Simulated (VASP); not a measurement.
# Si (a cell with a defect) in VASP: further runs

Si (a cell with a defect) is run at these levels: PBE+D3(BJ); tasks: single point.

Everything below comes from runs of VASP 6.6.1. Logs are shortened: lines on timing, memory, paths and dates and some standing lists are left out, and cuts for length are marked.

## 1. The cell of the first run

The cell holds a defect, 17 atoms: a = 7.679 Å, b = 7.679 Å, c = 7.679 Å, α = 60.00°, β = 60.00°, γ = 60.00°.

## 2. Single point, PBE+D3(BJ)

Input file INCAR:

```
SYSTEM = Si
ALGO = Normal ; EDIFF = 1E-6
ENCUT = 520 ; GGA = PE
ISIF = 2 ; ISMEAR = 0
IVDW = 12 ; LASPH = .TRUE.
LCHARG = .FALSE. ; LREAL = Auto
LWAVE = .FALSE. ; NBANDS = 48
NELM = 100 ; PREC = Accurate
SIGMA = 0.02
```

Input file KPOINTS:

```
k-points
0
G
  2 2 2
  0 0 0
```

Input file POSCAR:

```
Si
1.0
    0.0000000000      5.4300000000      5.4300000000
    5.4300000000      0.0000000000      5.4300000000
    5.4300000000      5.4300000000      0.0000000000
Si
17
Direct
   -0.0086057090      0.0242703499     -0.0078764273
    0.1273820442      0.1276376611      0.1281087477
    0.0041380295     -0.0050288214      0.5003980663
    0.1273467772      0.1276675875      0.6167815838
    0.0044535912      0.5066808471      0.0051815838
    0.1144687845      0.6550709945      0.1151997238
    0.0043995396      0.5067032228      0.4836192449
    0.1345435543      0.6228947514      0.6212313996
    0.4996707182     -0.0050311234      0.0048685083
    0.6160525783      0.1276686004      0.1280741252
    0.4996399632     -0.0049906077      0.5003664825
    0.6304022099      0.1072141805      0.6311337017
    0.4828878453      0.5067034991      0.0051290976
    0.6205028545      0.6228936464      0.1352720994
    0.5058670350      0.4808377532      0.5065948435
    0.6204802947      0.6229298343      0.6212099448
    0.8622873849      0.4116336096      0.8630201657
```

Potentials or basis: VASP PAW PBE potentials, release 64 (Si).

On the command line:

```console
cat potpaw_PBE.64/Si/POTCAR > POTCAR
mpirun -np 1 vasp_std > vasp.out
```

OUTCAR:

```text
SYSTEM = Si
   EDIFF = 1E-6
   ENCUT = 520
   GGA = PE
   ISIF = 2
   ISMEAR = 0
   IVDW = 12
   LASPH = .TRUE.
   LREAL = Auto
   NELM = 100
   PREC = Accurate
 IVDW          = 12

 ion  position               nearest neighbor table
   1  0.991  0.024  0.992-   6 2.31  10 2.36   4 2.36   2 2.36  17 2.43
   2  0.127  0.128  0.128-   9 2.34   3 2.34   1 2.36   5 2.38  17 2.88
   3  0.004  0.995  0.500-   8 2.33   4 2.34   2 2.34  12 2.34
   4  0.127  0.128  0.617-   3 2.34  11 2.34   1 2.36   7 2.38  17 2.88
   5  0.004  0.507  0.005-   6 2.32   2 2.38  17 2.39   8 2.41  14 2.41
   6  0.114  0.655  0.115-   1 2.31  13 2.32   7 2.32   5 2.32
   7  0.004  0.507  0.484-   6 2.32   4 2.38  17 2.39  16 2.41   8 2.41
   8  0.135  0.623  0.621-  15 2.33   3 2.33   7 2.41   5 2.41  17 2.64
   9  0.500  0.995  0.005-  14 2.33  10 2.34   2 2.34  12 2.34
  10  0.616  0.128  0.128-   9 2.34  11 2.34   1 2.36  13 2.38  17 2.88
  11  0.500  0.995  0.500-  16 2.33  10 2.34   4 2.34  12 2.34
  12  0.630  0.107  0.631-  15 2.34   9 2.34  11 2.34   3 2.34
  13  0.483  0.507  0.005-   6 2.32  10 2.38  17 2.39  16 2.41  14 2.41
  14  0.621  0.623  0.135-  15 2.33   9 2.33  13 2.41   5 2.41  17 2.64
  15  0.506  0.481  0.507-  16 2.33  14 2.33   8 2.33  12 2.34
  16  0.620  0.623  0.621-  15 2.33  11 2.33  13 2.41   7 2.41  17 2.64
  17  0.862  0.412  0.863-   5 2.39  13 2.39   7 2.39   1 2.43  14 2.64   8 2.64  16 2.64   2 2.88
                            10 2.88   4 2.88

  LATTYP: Found a face centered cubic cell.
 ALAT       =    10.8600000000

  Lattice vectors:

 A1 = (   0.0000000000,   5.4300000000,   5.4300000000)
 A2 = (   5.4300000000,   0.0000000000,   5.4300000000)
 A3 = (   5.4300000000,   5.4300000000,   0.0000000000)

Analysis of symmetry for initial positions (statically):
=====================================================================
 Subroutine PRICEL returns:
 Original cell was already a primitive cell.

 Routine SETGRP: Setting up the symmetry group for a
 face centered cubic supercell.

 Subroutine GETGRP returns: Found  2 space group operations
 (whereof  1 operations were pure point group operations)
 out of a pool of 48 trial point group operations.

The static configuration has the point symmetry C_1 .
 The point group associated with its full space group is C_1h.

Analysis of symmetry for dynamics (positions and initial velocities):
=====================================================================
 Subroutine PRICEL returns:
 Original cell was already a primitive cell.

 Routine SETGRP: Setting up the symmetry group for a
 face centered cubic supercell.

 Subroutine GETGRP returns: Found  2 space group operations
 (whereof  1 operations were pure point group operations)
 out of a pool of 48 trial point group operations.

The dynamic configuration has the point symmetry C_1 .
 The point group associated with its full space group is C_1h.

 Subroutine INISYM returns: Found  2 space group operations
 (whereof  1 operations are pure point group operations),
 and found     1 'primitive' translations

----------------------------------------------------------------------------------------

                                     Primitive cell

  volume of cell :     320.2060

  direct lattice vectors                    reciprocal lattice vectors
     0.000000000  5.430000000  5.430000000    -0.092081031  0.092081031  0.092081031
     5.430000000  0.000000000  5.430000000     0.092081031 -0.092081031  0.092081031
     5.430000000  5.430000000  0.000000000     0.092081031  0.092081031 -0.092081031

  length of vectors
     7.679179644  7.679179644  7.679179644     0.159489025  0.159489025  0.159489025

  position of ions in fractional coordinates (direct lattice)
     0.991394291  0.024270350  0.992123573
     0.127382044  0.127637661  0.128108748
     0.004138029  0.994971179  0.500398066
     0.127346777  0.127667587  0.616781584
     0.004453591  0.506680847  0.005181584
     0.114468784  0.655070995  0.115199724
[... 9 lines left out ...]
     0.620480295  0.622929834  0.621209945
     0.862287385  0.411633610  0.863020166

  ion indices of the primitive-cell ions
   primitive index   ion index
                 1           1
                 2           2
                 3           3
                 4           4
                 5           5
                 6           6
[... 9 lines left out ...]
                16          16
                17          17

----------------------------------------------------------------------------------------

 KPOINTS: k-points

Automatic generation of k-mesh.
 Grid dimensions read from file:
 generate k-points for:    2    2    2

 Generating k-lattice:

  Cartesian coordinates                     Fractional coordinates (reciprocal lattice)
    -0.046040516  0.046040516  0.046040516     0.500000000  0.000000000  0.000000000
     0.046040516 -0.046040516  0.046040516     0.000000000  0.500000000  0.000000000
     0.046040516  0.046040516 -0.046040516     0.000000000  0.000000000  0.500000000

  Length of vectors
     0.079744512  0.079744512  0.079744512

  Shift w.r.t. Gamma in fractional coordinates (k-lattice)
     0.000000000  0.000000000  0.000000000

 Subroutine IBZKPT returns following result:
 ===========================================

 Found      6 irreducible k-points:

 Following reciprocal coordinates:
            Coordinates               Weight
  0.000000  0.000000  0.000000      1.000000
  0.500000  0.000000  0.000000      2.000000
  0.000000  0.500000  0.000000      1.000000
  0.500000  0.500000  0.500000      1.000000
  0.500000  0.500000  0.000000      2.000000
  0.500000  0.000000  0.500000      1.000000
   k-points           NKPTS =      6   k-points in BZ     NKDIM =      6   number of bands    NBANDS=     48
   number of dos      NEDOS =    301   number of ions     NIONS =     17
   total plane-waves  NPLWV = 216000
   dimension x,y,z NGX =    60 NGY =   60 NGZ =   60
   dimension x,y,z NGXF=   120 NGYF=  120 NGZF=  120
   ions per type =              17
   NGX,Y,Z   is equivalent  to a cutoff of  12.99, 12.99, 12.99 a.u.
   NGXF,Y,Z  is equivalent  to a cutoff of  25.98, 25.98, 25.98 a.u.
 SYSTEM =  Si
   PREC   = accura    normal or accurate (medium, high low for compatibility)
   ISTART =      0    job   : 0-new  1-cont  2-samecut
   ICHARG =      2    charge: 1-file 2-atom 10-const
   ISPIN  =      1    spin polarized calculation?
   LNONCOLLINEAR =      F non collinear calculations
   LSORBIT =      F    spin-orbit coupling
   LASPH  =      T    aspherical Exc in radial PAW
   ENCUT  =  520.0 eV  38.22 Ry    6.18 a.u.  14.28 14.28 14.28*2*pi/ulx,y,z
   NELM   =    100;   NELMIN=  2; NELMDL= -5     # of ELM steps
   EDIFF  = 0.1E-05   stopping-criterion for ELM
   LREAL  =      T    real-space projection
   EDIFFG = 0.1E-04   stopping-criterion for IOM
   NSW    =      0    number of steps for IOM
[... 5 lines left out ...]
   TEBEG  =    0.0;   TEEND  =   0.0 temperature during run
   PSTRESS=    0.0 pullay stress
   NELECT =      68.0000    total number of electrons
   NUPDOWN=      -1.0000    fix difference up-down
   EMIN   =  10.00;   EMAX   =-10.00  energy-range for DOS
   EFERMI =   0.00;   METHOD = LEGACY
   ISMEAR =     0;   SIGMA  =   0.02  broadening in eV -4-tet -1-fermi 0-gaus
   EFERMI_NEDOS =   21; number of points for ismear=-14 and -15
   IALGO  =     38    algorithm
   IMIX   =      4    mixing-type and parameters
     AMIX     =   0.40;   BMIX     =  1.00
     AMIX_MAG =   1.60;   BMIX_MAG =  1.00
  volume/ion in A,a.u.               =      18.84       127.11
  Fermi-wavevector in a.u.,A,eV,Ry     =   0.976715  1.845724 12.979587  0.953973
  Thomas-Fermi vector in A             =   2.107356
   LORBIT       =      0    0 simple, 1 ext, 2 COOP (PROOUT), +10 PAW based schemes
   GGA     = PE    functional components
   LHFCALC =     F    Hartree Fock is set to
   AEXX    =    0.0000 exact exchange contribution
   IVDW    =    12    specifies the selected vdW correction
   LEPSILON=     F    determine dielectric tensor
   LRPA    =     F    only Hartree local field effects (RPA)
 non-spin polarized calculation
 Gauss-broadening in eV      SIGMA  =   0.02
  energy-cutoff  :      520.00
  volume of cell :      320.21
 maximum number of plane-waves:      8646
 NGX is ok and might be reduce to    60
   NGX = 29   NGY = 29   NGZ = 29

 number of electron      67.9999999 magnetization

 Free energy of the ion-electron system (eV)
  ---------------------------------------------------
  ext. energy  EPLUGINS =         0.00000000
  ---------------------------------------------------
  free energy    TOTEN  =       -87.92958093 eV

  energy without entropy =      -87.92572443  energy(sigma->0) =      -87.92765268

 E-fermi :   6.9056     XC(G=0):  -9.6784

 val. band max:        6.7330554350   @ k =   0.0000   0.0000   0.0000
 cond. band min:       6.9115899214   @ k =   0.5000   0.0000   0.5000
 fundamental gap:      0.1785344865
 Fermi energy:         6.9056121664

 k-point     1 :       0.0000    0.0000    0.0000
  band No.  band energies     occupation
      1      -6.3083      2.00000
      2      -3.7984      2.00000
      3      -3.6340      2.00000
      4      -3.6340      2.00000
      5      -3.5639      2.00000
      6      -2.7780      2.00000
[... 38 lines left out ...]
     45       8.1833      0.00000
     46       8.9624      0.00000

 k-point     2 :       0.5000    0.0000    0.0000
  band No.  band energies     occupation
      1      -5.8974      2.00000
      2      -4.9643      2.00000
      3      -3.5855      2.00000
      4      -3.4469      2.00000
      5      -3.3521      2.00000
      6      -2.9588      2.00000
[... 38 lines left out ...]
     45       9.7978      0.00000
     46       9.8920      0.00000

 k-point     3 :       0.0000    0.5000    0.0000
  band No.  band energies     occupation
      1      -5.9182      2.00000
      2      -4.9193      2.00000
      3      -3.5343      2.00000
      4      -3.4349      2.00000
      5      -3.4348      2.00000
      6      -2.9641      2.00000
[... 38 lines left out ...]
     45       9.8453      0.00000
     46      10.0262      0.00000

 k-point     4 :       0.5000    0.5000    0.5000
  band No.  band energies     occupation
      1      -5.8973      2.00000
      2      -4.9643      2.00000
      3      -3.5856      2.00000
      4      -3.4469      2.00000
      5      -3.3521      2.00000
      6      -2.9588      2.00000
[... 38 lines left out ...]
     45       9.7979      0.00000
     46       9.8918      0.00000

 k-point     5 :       0.5000    0.5000    0.0000
  band No.  band energies     occupation
      1      -5.7683      2.00000
      2      -4.7178      2.00000
      3      -3.9965      2.00000
      4      -3.8813      2.00000
      5      -3.8546      2.00000
      6      -3.6283      2.00000
[... 38 lines left out ...]
     45      10.1250      0.00000
     46      10.2579      0.00000

 k-point     6 :       0.5000    0.0000    0.5000
  band No.  band energies     occupation
      1      -5.7682      2.00000
      2      -4.7178      2.00000
      3      -3.9965      2.00000
      4      -3.8813      2.00000
      5      -3.8546      2.00000
      6      -3.6282      2.00000
[... 38 lines left out ...]
     45      10.1253      0.00000
     46      10.2579      0.00000
 [bands above 46 left out]

------------------------ aborting loop because EDIFF is reached ----------------------------------------

 Edisp (eV)   -5.64369

 E8    (eV) :    -2.3347

  FORCE on cell =-STRESS in cart. coord.  units (eV):
  Direction    XX          YY          ZZ          XY          YZ          ZX
  --------------------------------------------------------------------------------------
  -------------------------------------------------------------------------------------
  Total       4.44461     4.43760     4.44461     0.19781     0.19781    -0.19740
  in kB      22.23898    22.20390    22.23898     0.98974     0.98974    -0.98773
  external pressure =       22.23 kB  Pullay stress =        0.00 kB

 VOLUME and BASIS-vectors are now :
 -----------------------------------------------------------------------------
  energy-cutoff  :      520.00
  volume of cell :      320.21
      direct lattice vectors                 reciprocal lattice vectors
     0.000000000  5.430000000  5.430000000    -0.092081031  0.092081031  0.092081031
     5.430000000  0.000000000  5.430000000     0.092081031 -0.092081031  0.092081031
     5.430000000  5.430000000  0.000000000     0.092081031  0.092081031 -0.092081031

 POSITION                                       TOTAL-FORCE (eV/Angst)
 -----------------------------------------------------------------------------------
      5.51902     10.77050      5.51506        -0.068228      0.069869     -0.068228
      1.38870      1.38732      1.38476        -0.005411     -0.017570     -0.005411
      8.11985      2.73963      5.42516         0.026013     -0.025932      0.010654
      4.04236      4.04062      1.38473         0.017236      0.005444     -0.004204
      2.77941      0.05232      2.77546        -0.016504     -0.046689     -0.016504
      4.18257      1.24710      4.17860        -0.055387      0.055604     -0.055387
[... 9 lines left out ...]
      6.75568      6.74238      6.75172         0.029820      0.003513      0.029820
      6.92137      9.36842      6.91739        -0.100938      0.099925     -0.100938
 -----------------------------------------------------------------------------------
    total drift:                                0.000845      0.002439     -0.000274

  FREE ENERGIE OF THE ION-ELECTRON SYSTEM (eV)
  ---------------------------------------------------
  free  energy   TOTEN  =       -93.5732674226 eV

  energy  without entropy=      -93.5694109264  energy(sigma->0) =      -93.57133917
```

Run time: 6.6 min. Hardware: 1 thread of Intel Xeon 8259CL, shared host; peak memory 0.45 GiB.

What came out:

| Quantity | Value |
| --- | --- |
| Free energy | -93.5733 eV |
| Pressure | 2.2 GPa |
| Largest force | 0.174 eV/Å |
| Band gap on the k mesh | zero (bands 34 and 35 overlap by 0.18 eV) |
| Dispersion energy per atom | -0.332 eV |

Forces in eV/Å, atoms in the order of the input:
```
Si  -0.068  0.070 -0.068
Si  -0.005 -0.018 -0.005
Si   0.026 -0.026  0.011
Si   0.017  0.005 -0.004
Si  -0.017 -0.047 -0.017
Si  -0.055  0.056 -0.055
Si   0.046  0.016 -0.015
Si   0.030 -0.030 -0.004
Si   0.011 -0.026  0.026
Si  -0.004  0.005  0.017
Si   0.026 -0.010  0.026
Si   0.044 -0.044  0.044
Si  -0.015  0.016  0.046
Si  -0.004 -0.030  0.030
Si   0.042 -0.042  0.042
Si   0.030  0.004  0.030
Si  -0.101  0.100 -0.101
```

Caveat: the k points lie up to 0.50 Å⁻¹ apart.

## 3. Single point, PBE+D3(BJ)

Input file INCAR:

```
ALGO = Normal
EDIFF = 1E-6
ENCUT = 520
GGA = PE
ISIF = 2
ISMEAR = 0
IVDW = 12
LASPH = True
LCHARG = True
LELF = True
LREAL = Auto
LVHAR = True
LWAVE = False
NBANDS = 48
NELM = 60
PREC = Accurate
SIGMA = 0.02
```

Input file KPOINTS:

```
k-points
0
Gamma
  2 2 2
```

Input file POSCAR:

```
Si
1.0
    0.0000000000      5.4300000000      5.4300000000
    5.4300000000      0.0000000000      5.4300000000
    5.4300000000      5.4300000000      0.0000000000
Si
17
Direct
   -0.0192604972      0.0564315838     -0.0186632597
    0.1284872007      0.1307879374      0.1290800184
    0.0084232044     -0.0095762431      0.5004904236
    0.1284401473      0.1308184162      0.6114858195
    0.0085806630      0.5085416206      0.0091690608
    0.1059789134      0.6807151934      0.1065708103
    0.0085103131      0.5085607735      0.4735362799
    0.1415096685      0.6187091160      0.6197824125
    0.4998971455     -0.0095798343      0.0090168508
    0.6108885820      0.1308156538      0.1290364641
    0.4998641805     -0.0095406077      0.5004608656
    0.6348283610      0.0941307551      0.6354220994
    0.4729441989      0.5085591160      0.0091014733
    0.6191920810      0.6187058932      0.1421029466
    0.5101859116      0.4680702578      0.5107785451
    0.6191894107      0.6187341621      0.6197800184
    0.8474128913      0.4564797422      0.8480079190
```

Potentials or basis: VASP PAW PBE potentials, release 64 (Si).

On the command line:

```console
cat potpaw_PBE.64/Si/POTCAR > POTCAR
mpirun -np 1 vasp_std > vasp.out
```

Wall time 7.2 min (1 thread of Intel Xeon 8259CL, shared host); peak memory 0.47 GiB.

It converged, with:

| Property | Result |
| --- | --- |
| Free energy | -93.3945 eV |
| Pressure | 1.8 GPa |
| Largest force | 0.495 eV/Å |
| Band gap on the k mesh | zero (bands 34 and 35 overlap by 0.09 eV) |
| Dispersion energy per atom | -0.332 eV |

Forces on the atoms (eV/Å):
```
Si  -0.104  0.104 -0.104
Si   0.001 -0.040  0.001
Si   0.032 -0.031  0.035
Si   0.039 -0.001  0.001
Si  -0.002 -0.117 -0.002
Si  -0.051  0.050 -0.051
Si   0.117  0.003 -0.001
Si   0.025 -0.025  0.037
Si   0.035 -0.031  0.032
Si   0.001 -0.001  0.039
Si   0.032 -0.035  0.032
Si   0.054 -0.053  0.054
Si  -0.001  0.003  0.117
Si   0.037 -0.025  0.025
Si   0.048 -0.048  0.048
Si   0.025 -0.037  0.025
Si  -0.286  0.285 -0.286
```

Stress tensor (GPa, compression positive):
```
 1.80  0.48 -0.48
 0.48  1.79  0.48
-0.48  0.48  1.80
```

Levels at points of the mesh, in eV from the Fermi level:
| k point | band 31 | band 32 | band 33 | band 34 | band 35 | band 36 | band 37 | band 38 |
| --- | --- | --- | --- | --- | --- | --- | --- | --- |
| (0.00, 0.00, 0.00) | -0.91 | -0.75 | -0.75 | -0.51 | -0.08 | -0.08 | 0.16 | 0.16 |
| (0.50, 0.00, 0.00) | -1.44 | -1.41 | -1.06 | -0.12 | 0.13 | 0.78 | 0.87 | 0.94 |
| (0.00, 0.50, 0.00) | -1.50 | -1.35 | -1.35 | -0.33 | 0.39 | 0.39 | 1.14 | 1.14 |
| (0.50, 0.50, 0.50) | -1.44 | -1.41 | -1.06 | -0.12 | 0.13 | 0.78 | 0.87 | 0.94 |
| (0.50, 0.50, 0.00) | -1.95 | -1.79 | -0.85 | 0.01 | 0.46 | 1.19 | 1.32 | 1.34 |
| (0.50, 0.00, 0.50) | -1.95 | -1.79 | -0.85 | 0.01 | 0.46 | 1.19 | 1.32 | 1.34 |

Caveat: the k points lie up to 0.50 Å⁻¹ apart.

(Continued in part 2 of 2.)

The gap in the log of VASP goes by the Fermi energy; the results here count the filled bands.